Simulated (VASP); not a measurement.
# Cd5B3ClO9 (Cm) in VASP: further runs, part 2 of 2

VASP 6.6.1.

**3. Electric field gradients, LDA**

The input, INCAR:

```
ALGO = Normal ; EDIFF = 1E-8
ENCUT = 520 ; GGA = CA
ISIF = 2 ; ISMEAR = -1
LASPH = T ; LCHARG = F
LEFG = T ; LREAL = Auto
LWAVE = F ; NBANDS = 80
NELM = 100 ; PREC = Accurate
SIGMA = 0.02
```

The input, KPOINTS:

```
k-points
0
Gamma
  4 4 7
```

The input, POSCAR:

```
Cd5B3ClO9
1.0
    4.0860000000     -8.0305000000      0.0000000000
    4.0860000000      8.0305000000      0.0000000000
   -0.5610688069      0.0000000000      3.4284942182
Cd B Cl O
5 3 1 9
Direct
    0.9903735382      0.7342268925      0.5663853733
    0.7342268925      0.9903735382      0.5663853733
    0.3113920906      0.6630049340      0.9123212647
    0.6630049340      0.3113920906      0.9123212647
    0.2871760360      0.2871760360      0.3101155091
    0.6210621312      0.6210621312      0.9737874750
    0.9720919015      0.3689032533      0.3370023348
    0.3689032533      0.9720919015      0.3370023348
    0.0491785822      0.0491785822      0.7116196685
    0.7760194747      0.6235675177      0.0194630622
    0.6235675177      0.7760194747      0.0194630622
    0.4501900285      0.4501900285      0.8743426839
    0.1619040572      0.4552965307      0.3466027451
    0.4552965307      0.1619040572      0.3466027451
    0.1965731704      0.8359475676      0.1252643938
    0.8359475676      0.1965731704      0.1252643938
    0.9120870824      0.4534452110      0.5552081578
    0.4534452110      0.9120870824      0.5552081578
```

Potentials or basis: VASP PAW LDA potentials, release 64 (Cd, B, Cl, O).

Command:

```bash
$ cat potpaw_LDA.64/Cd/POTCAR potpaw_LDA.64/B/POTCAR potpaw_LDA.64/Cl/POTCAR potpaw_LDA.64/O/POTCAR > POTCAR
$ mpirun -np 1 vasp_std > vasp.out
```

OUTCAR:

```text
EDIFF = 1E-8
   ENCUT = 520
   GGA = CA
   ISIF = 2
   ISMEAR = -1
   LASPH = T
   LREAL = Auto
   NELM = 100
   PREC = Accurate

 ion  position               nearest neighbor table
   1  0.990  0.734  0.566-  17 2.19  10 2.29  15 2.29  15 2.30  10 2.37   9 2.56   3 3.47   4 3.55
                             4 3.59
   2  0.734  0.990  0.566-  18 2.19  11 2.29  16 2.29  16 2.30  11 2.37   9 2.56   4 3.47   3 3.55
                             3 3.59
   3  0.311  0.663  0.912-  13 2.30  13 2.31  18 2.34  11 2.35  15 2.43  18 2.67   8 2.79  12 2.84
                             1 3.47   2 3.55   2 3.59   5 3.64   5 3.73
   4  0.663  0.311  0.912-  14 2.30  14 2.31  17 2.34  10 2.35  16 2.43  17 2.67   7 2.79  12 2.84
                             2 3.47   1 3.55   1 3.59   5 3.64   5 3.73
   5  0.287  0.287  0.310-  12 2.17  12 2.18  13 2.36  14 2.36   9 2.57   9 2.61   4 3.64   3 3.64
                             3 3.73   4 3.73
[... 2236 lines left out ...]
 (convention: |V_zz| > |V_xx| > |V_yy|)
----------------------------------------------------------------------
 ion       V_xx      V_yy      V_zz     asymmetry (V_yy - V_xx)/ V_zz
----------------------------------------------------------------------
   1     -36.843    -4.163    41.006       0.797
   2     -36.843    -4.163    41.006       0.797
   3     -31.196    -2.452    33.648       0.854
   4     -31.196    -2.452    33.648       0.854
   5      34.306    16.077   -50.383       0.362
   6     -18.150   -14.883    33.033       0.099
[... 10 lines left out ...]
  17      43.566     7.875   -51.441       0.694
  18      43.566     7.875   -51.441       0.694
----------------------------------------------------------------------

           NMR quadrupolar parameters

 Cq : quadrupolar parameter    Cq=e*Q*V_zz/h
 eta: asymmetry parameters     (V_yy - V_xx)/ V_zz
 Q  : nuclear electric quadrupole moment in mb (millibarn)
----------------------------------------------------------------------
 ion       Cq(MHz)       eta       Q (mb)
----------------------------------------------------------------------
   1       0.099       0.797       1.000
   2       0.099       0.797       1.000
   3       0.081       0.854       1.000
   4       0.081       0.854       1.000
   5      -0.122       0.362       1.000
   6       0.080       0.099       1.000
[... 10 lines left out ...]
  17      -0.124       0.694       1.000
  18      -0.124       0.694       1.000
----------------------------------------------------------------------
```

OSZICAR:

```text
N       E                     dE             d eps       ncg     rms          rms(c)
DAV:   1     0.111995911509E+04    0.11200E+04   -0.69735E+04  5920   0.162E+03
DAV:   2    -0.352306002372E+02   -0.11552E+04   -0.10999E+04  6496   0.426E+02
DAV:   3    -0.129263013247E+03   -0.94032E+02   -0.93062E+02  6808   0.130E+02
DAV:   4    -0.130801437800E+03   -0.15384E+01   -0.15351E+01  6632   0.176E+01
DAV:   5    -0.130821332188E+03   -0.19894E-01   -0.19891E-01  6736   0.185E+00    0.276E+01
DAV:   6    -0.114070117428E+03    0.16751E+02   -0.52053E+01  8360   0.571E+01    0.186E+01
DAV:   7    -0.114166395051E+03   -0.96278E-01   -0.97997E+00  6648   0.139E+01    0.126E+01
DAV:   8    -0.113972486425E+03    0.19391E+00   -0.25726E+00  6648   0.682E+00    0.274E+00
DAV:   9    -0.113816510165E+03    0.15598E+00   -0.67753E-01  8856   0.489E+00    0.538E-01
DAV:  10    -0.113818855938E+03   -0.23458E-02   -0.84530E-02  6560   0.153E+00    0.396E-01
DAV:  11    -0.113818816814E+03    0.39124E-04   -0.37181E-03  6832   0.355E-01    0.272E-01
DAV:  12    -0.113818585734E+03    0.23108E-03   -0.16089E-03  6736   0.177E-01    0.997E-02
DAV:  13    -0.113818584928E+03    0.80585E-06   -0.12116E-04  6664   0.682E-02    0.267E-02
DAV:  14    -0.113818585038E+03   -0.11050E-06   -0.14489E-05  6792   0.237E-02    0.178E-02
DAV:  15    -0.113818583717E+03    0.13213E-05   -0.58357E-06  7160   0.141E-02    0.867E-03
DAV:  16    -0.113818583342E+03    0.37559E-06   -0.25301E-06  6720   0.824E-03    0.241E-03
DAV:  17    -0.113818583322E+03    0.19960E-07   -0.68061E-07  6808   0.395E-03    0.898E-04
DAV:  18    -0.113818583319E+03    0.21482E-08   -0.68152E-08  6744   0.203E-03
   1 F= -.11381858E+03 E0= -.11381858E+03  d E =-.413173E-11
```

stdout:

```text
POSCAR found type information on POSCAR CdB ClO
 POSCAR found :  4 types and      18 ions
 scaLAPACK will be used
 LDA part: xc-table for (Slater(with rela. corr.)+CA(PZ))
 , standard interpolation
 POSCAR, INCAR and KPOINTS ok, starting setup
 FFT: planning ... GRIDC
 FFT: planning ... GRID_SOFT
 FFT: planning ... GRID
 WAVECAR not read
 entering main loop
ion   1
     0.0000561    -0.2304839    -0.1811867     0.4344983    -0.0237938     0.1663036
     0.0000772    -0.2304839    -0.1811867     0.4344983    -0.0237938     0.1663035
     0.0001064    -0.2304839    -0.1811866     0.4344983    -0.0237938     0.1663035
     0.0001465    -0.2304839    -0.1811866     0.4344982    -0.0237938     0.1663035

     0.0000561    34.9367569    -1.7294878     2.6934512     4.5857791     5.3000078
     0.0000772    34.9328569    -1.7295425     2.6934513     4.5852390     5.2995352
     0.0001064    34.9265602    -1.7296250     2.6934115     4.5843631     5.2987525
     0.0001465    34.9164339    -1.7297479     2.6932829     4.5829481     5.2974620
[... 114 lines left out ...]
     0.0000293    30.2415660   -26.8858939   -18.5577352   -17.7803430   -23.5362518
     0.0000403    30.2415607   -26.8858896   -18.5577322   -17.7803394   -23.5362474
     0.0000555    30.2415517   -26.8858823   -18.5577270   -17.7803333   -23.5362399
     0.0000765    30.2415365   -26.8858699   -18.5577183   -17.7803229   -23.5362273

ion  16
```

Wall time 23 min (1 thread of Intel Xeon Platinum 8259CL at 2.50GHz (Skylake/Cascade Lake), shared host); peak memory 0.55 GiB.

What came out:

| Item | Value |
| --- | --- |
| Free energy | -113.8186 eV |
| Pressure | -3.9 GPa |
| Largest force | 0.119 eV/Å |
| Band gap on the k mesh | 1.83 eV, indirect (least direct gap 1.90 eV) |

Forces on the atoms (eV/Å):
```
Cd  -0.066 -0.098  0.020
Cd  -0.066  0.098  0.020
Cd   0.066  0.001 -0.020
Cd   0.066 -0.001 -0.020
Cd   0.100  0.000  0.038
B   -0.052  0.000 -0.012
B   -0.022  0.042  0.000
B   -0.022 -0.042  0.000
Cl   0.049  0.000 -0.032
O   -0.067 -0.015 -0.010
O   -0.067  0.015 -0.010
O    0.044  0.000  0.038
O    0.007  0.092  0.034
O    0.007 -0.092  0.034
O    0.039 -0.075  0.067
O    0.039  0.075  0.067
O   -0.027 -0.026 -0.106
O   -0.027  0.026 -0.106
```

Stress tensor (GPa, compression positive):
```
-3.92  0.00  0.03
 0.00 -4.21  0.00
 0.03  0.00 -3.45
```

Electric field gradients, principal values (V/Å²):
| atom | least | middle | greatest (by size) |
| --- | --- | --- | --- |
| 1 Cd | -4.163 | -36.843 | 41.006 |
| 2 Cd | -4.163 | -36.843 | 41.006 |
| 3 Cd | -2.452 | -31.196 | 33.648 |
| 4 Cd | -2.452 | -31.196 | 33.648 |
| 5 Cd | 16.077 | 34.306 | -50.383 |
| 6 B | -14.883 | -18.150 | 33.033 |
| 7 B | -15.870 | -16.963 | 32.833 |
| 8 B | -15.870 | -16.963 | 32.833 |
| 9 Cl | -9.448 | -37.321 | 46.769 |
| 10 O | 8.843 | 37.325 | -46.168 |
| 11 O | 8.843 | 37.325 | -46.168 |
| 12 O | 33.733 | 47.784 | -81.517 |
| 13 O | 3.310 | 37.851 | -41.161 |
| 14 O | 3.310 | 37.851 | -41.161 |
| 15 O | 25.735 | 44.886 | -70.621 |
| 16 O | 25.735 | 44.886 | -70.621 |
| 17 O | 7.875 | 43.566 | -51.441 |
| 18 O | 7.875 | 43.566 | -51.441 |

Caveat: without QUAD_EFG the Cq values of the log hold for a quadrupole moment of 1 mb, not for the nuclei. A hybrid or GW would open this gap; LDA tends to underestimate it.

**4. Electric field gradients, r2SCAN**

POSCAR is that of step 3.

The input, INCAR.step1:

```
  PREC = Accurate
  ENCUT = 520
  ISMEAR = -1
  SIGMA = 0.02
  LREAL = Auto
  LASPH = T
  NELM = 100
  NBANDS = 80
  GGA = PE
  ALGO = Normal
  EDIFF = 1E-4
  LWAVE = T
  LCHARG = F
```

The input, INCAR.step2:

```
  PREC = Accurate
  ENCUT = 520
  EDIFF = 1E-8
  ISMEAR = -1
  SIGMA = 0.02
  LREAL = Auto
  LASPH = T
  NELM = 100
  ALGO = Normal
  ISIF = 2
  LWAVE = F
  LCHARG = F
  METAGGA = R2SCAN
  LMIXTAU = T
  LEFG = T
  NBANDS = 80
  ISTART = 1
```

The input, KPOINTS:

```
Automatic mesh
0
Gamma
  4 4 7
```

Potentials or basis: VASP PAW PBE potentials, release 64 (Cd, B, Cl, O).

Command:

```bash
$ cat potpaw_PBE.64/Cd/POTCAR potpaw_PBE.64/B/POTCAR potpaw_PBE.64/Cl/POTCAR potpaw_PBE.64/O/POTCAR > POTCAR
$ cp INCAR.step1 INCAR
$ mpirun -np 1 vasp_std > vasp.out
$ cp INCAR.step2 INCAR
$ mpirun -np 1 vasp_std > vasp.out
```

OUTCAR:

```text
PREC = Accurate
   ENCUT = 520
   EDIFF = 1E-8
   ISMEAR = -1
   LREAL = Auto
   LASPH = T
   NELM = 100
   ISIF = 2
   METAGGA = R2SCAN
   ISTART = 1

 ion  position               nearest neighbor table
   1  0.990  0.734  0.566-  17 2.19  10 2.29  15 2.29  15 2.30  10 2.37   9 2.56   3 3.47   4 3.55
                             4 3.59
   2  0.734  0.990  0.566-  18 2.19  11 2.29  16 2.29  16 2.30  11 2.37   9 2.56   4 3.47   3 3.55
                             3 3.59
   3  0.311  0.663  0.912-  13 2.30  13 2.31  18 2.34  11 2.35  15 2.43  18 2.67   8 2.79  12 2.84
                             1 3.47   2 3.55   2 3.59   5 3.64   5 3.73
   4  0.663  0.311  0.912-  14 2.30  14 2.31  17 2.34  10 2.35  16 2.43  17 2.67   7 2.79  12 2.84
                             2 3.47   1 3.55   1 3.59   5 3.64   5 3.73
   5  0.287  0.287  0.310-  12 2.17  12 2.18  13 2.36  14 2.36   9 2.57   9 2.61   4 3.64   3 3.64
                             3 3.73   4 3.73
   6  0.621  0.621  0.974-  10 1.38  11 1.38  12 1.38
   7  0.972  0.369  0.337-  17 1.38  16 1.38  13 1.40   4 2.79
   8  0.369  0.972  0.337-  18 1.38  15 1.38  14 1.40   3 2.79
   9  0.049  0.049  0.712-   1 2.56   2 2.56   5 2.57   5 2.61
  10  0.776  0.624  0.019-   6 1.38   1 2.29   4 2.35   1 2.37
  11  0.624  0.776  0.019-   6 1.38   2 2.29   3 2.35   2 2.37
  12  0.450  0.450  0.874-   6 1.38   5 2.17   5 2.18   4 2.84   3 2.84
  13  0.162  0.455  0.347-   7 1.40   3 2.30   3 2.31   5 2.36
  14  0.455  0.162  0.347-   8 1.40   4 2.30   4 2.31   5 2.36
  15  0.197  0.836  0.125-   8 1.38   1 2.29   1 2.30   3 2.43
  16  0.836  0.197  0.125-   7 1.38   2 2.29   2 2.30   4 2.43
[... 2203 lines left out ...]
---------------------------------------------------------------------
   1      -4.457     8.510    -4.054   -35.921    -4.174     1.696
   2      -4.457     8.510    -4.054    35.921    -4.174    -1.696
   3     -21.321    29.694    -8.373   -11.227    14.303    -3.931
   4     -21.321    29.694    -8.373    11.227    14.303     3.931
   5       6.815    34.042   -40.857    -0.000    21.616     0.000
   6     -12.856   -19.736    32.592    -0.000   -12.510     0.000
[... 10 lines left out ...]
  17     -29.868    32.827    -2.959     9.479   -26.536    26.770
  18     -29.868    32.827    -2.959    -9.479   -26.536   -26.770
---------------------------------------------------------------------

 Electric field gradients after diagonalization (V/A^2)
 (convention: |V_zz| > |V_xx| > |V_yy|)
----------------------------------------------------------------------
 ion       V_xx      V_yy      V_zz     asymmetry (V_yy - V_xx)/ V_zz
----------------------------------------------------------------------
   1     -34.623    -4.275    38.898       0.780
   2     -34.623    -4.275    38.898       0.780
   3     -31.460    -1.791    33.251       0.892
   4     -31.460    -1.791    33.251       0.892
   5      34.042    15.156   -49.199       0.384
   6     -19.736   -16.072    35.807       0.102
[... 10 lines left out ...]
  17      47.397     4.850   -52.247       0.814
  18      47.397     4.850   -52.247       0.814
----------------------------------------------------------------------

           NMR quadrupolar parameters

 Cq : quadrupolar parameter    Cq=e*Q*V_zz/h
 eta: asymmetry parameters     (V_yy - V_xx)/ V_zz
 Q  : nuclear electric quadrupole moment in mb (millibarn)
----------------------------------------------------------------------
 ion       Cq(MHz)       eta       Q (mb)
----------------------------------------------------------------------
   1       0.094       0.780       1.000
   2       0.094       0.780       1.000
   3       0.080       0.892       1.000
   4       0.080       0.892       1.000
   5      -0.119       0.384       1.000
   6       0.087       0.102       1.000
[... 10 lines left out ...]
  17      -0.126       0.814       1.000
  18      -0.126       0.814       1.000
----------------------------------------------------------------------
```

OSZICAR.step1:

```text
N       E                     dE             d eps       ncg     rms          rms(c)
DAV:   1     0.112878134723E+04    0.11288E+04   -0.70116E+04  5920   0.162E+03
DAV:   2    -0.232008368165E+02   -0.11520E+04   -0.10986E+04  6544   0.425E+02
DAV:   3    -0.115497356738E+03   -0.92297E+02   -0.91399E+02  6816   0.128E+02
DAV:   4    -0.116933040284E+03   -0.14357E+01   -0.14329E+01  6600   0.168E+01
DAV:   5    -0.116951029926E+03   -0.17990E-01   -0.17986E-01  6760   0.173E+00    0.282E+01
DAV:   6    -0.996501247696E+02    0.17301E+02   -0.52389E+01  8184   0.571E+01    0.185E+01
DAV:   7    -0.999402051396E+02   -0.29008E+00   -0.10808E+01  6632   0.146E+01    0.126E+01
DAV:   8    -0.998846999395E+02    0.55505E-01   -0.22752E+00  6736   0.669E+00    0.264E+00
DAV:   9    -0.997420062955E+02    0.14269E+00   -0.65711E-01  8624   0.478E+00    0.575E-01
DAV:  10    -0.997464110719E+02   -0.44048E-02   -0.81312E-02  6552   0.151E+00    0.478E-01
DAV:  11    -0.997466693832E+02   -0.25831E-03   -0.38619E-03  6824   0.341E-01    0.263E-01
DAV:  12    -0.997470530629E+02   -0.38368E-03   -0.18144E-03  6456   0.203E-01    0.125E-01
DAV:  13    -0.997471648308E+02   -0.11177E-03   -0.17014E-04  4272   0.778E-02    0.450E-02
DAV:  14    -0.997471988765E+02   -0.34046E-04   -0.51338E-05  4088   0.321E-02
   1 F= -.99747199E+02 E0= -.99747199E+02  d E =-.199642E-10
```

Wall time 63 min (1 thread of Intel Xeon Platinum 8488C (Sapphire Rapids), shared host); peak memory 0.64 GiB.

Results:

```
Free energy            : -215.8091 eV
Pressure               : 1.7 GPa
Largest force          : 0.215 eV/Å
Band gap on the k mesh : 2.48 eV, indirect (least direct gap 2.55 eV)
```

Forces on the atoms (eV/Å):
```
Cd  -0.030 -0.020  0.019
Cd  -0.030  0.020  0.019
Cd   0.018  0.004  0.013
Cd   0.018 -0.004  0.013
Cd   0.018  0.000  0.008
B   -0.018  0.000 -0.010
B   -0.030 -0.016  0.027
B   -0.030  0.016  0.027
Cl   0.007  0.000  0.004
O   -0.066  0.145 -0.020
O   -0.066 -0.145 -0.020
O    0.211  0.000  0.045
O   -0.105  0.092 -0.034
O   -0.105 -0.092 -0.034
O    0.147 -0.060  0.081
O    0.147  0.060  0.081
O   -0.042 -0.155 -0.110
O   -0.042  0.155 -0.110
```

Levels at points of the mesh, in eV from the valence-band top:
| k point | band 63 | band 64 | band 65 | band 66 | band 67 | band 68 |
| --- | --- | --- | --- | --- | --- | --- |
| (0.00, 0.00, 0.00) | -0.45 | -0.22 | -0.07 | 2.48 | 5.14 | 5.46 |
| (0.50, 0.00, 0.00) | -0.44 | -0.13 | -0.09 | 3.86 | 4.07 | 5.12 |
| (0.50, 0.50, 0.00) | -0.44 | -0.12 | -0.09 | 3.65 | 3.69 | 5.48 |

Electric field gradients, principal values (V/Å²):
| atom | least | middle | greatest (by size) |
| --- | --- | --- | --- |
| 1 Cd | -4.275 | -34.623 | 38.898 |
| 2 Cd | -4.275 | -34.623 | 38.898 |
| 3 Cd | -1.791 | -31.460 | 33.251 |
| 4 Cd | -1.791 | -31.460 | 33.251 |
| 5 Cd | 15.156 | 34.042 | -49.199 |
| 6 B | -16.072 | -19.736 | 35.807 |
| 7 B | -17.237 | -18.370 | 35.608 |
| 8 B | -17.237 | -18.370 | 35.608 |
| 9 Cl | -8.383 | -33.609 | 41.992 |
| 10 O | 8.417 | 41.709 | -50.126 |
| 11 O | 8.417 | 41.709 | -50.126 |
| 12 O | 31.061 | 50.242 | -81.303 |
| 13 O | 2.130 | 43.228 | -45.358 |
| 14 O | 2.130 | 43.228 | -45.358 |
| 15 O | 23.036 | 49.396 | -72.432 |
| 16 O | 23.036 | 49.396 | -72.432 |
| 17 O | 4.850 | 47.397 | -52.247 |
| 18 O | 4.850 | 47.397 | -52.247 |

Caveat: without QUAD_EFG the Cq values of the log hold for a quadrupole moment of 1 mb, not for the nuclei; the PAW data sets were made with another functional, which shifts forces and pressure a little. A k mesh can miss the band edges.

**5. Summary**

| level | potentials or basis | gap on the mesh (eV) | pressure (GPa) | largest force (eV/Å) |
| --- | --- | --- | --- | --- |
| PBE | VASP PAW PBE potentials, release 64 (Cd, B, Cl, O) | 1.99 | 6.6 | 0.58 |
| LDA | VASP PAW LDA potentials, release 64 (Cd, B, Cl, O) | 1.83 | -3.9 | 0.12 |
| r2SCAN | VASP PAW PBE potentials, release 64 (Cd, B, Cl, O) | 2.48 | 1.7 | 0.22 |

Some of these runs hold the atoms at other places in the same cell, which the table doesn't show; runs alike in all that it shows share one row.

Alike in all rows: task electric field gradients; no spin polarisation; cell as given; k mesh 4 × 4 × 7; cutoff (eV) 520; smearing fermi-dirac 0.02 eV.

Caveats: the PAW data sets were made with another functional, which shifts forces and pressure a little (some runs).

Absolute energies hang on the potentials; compare differences alone.
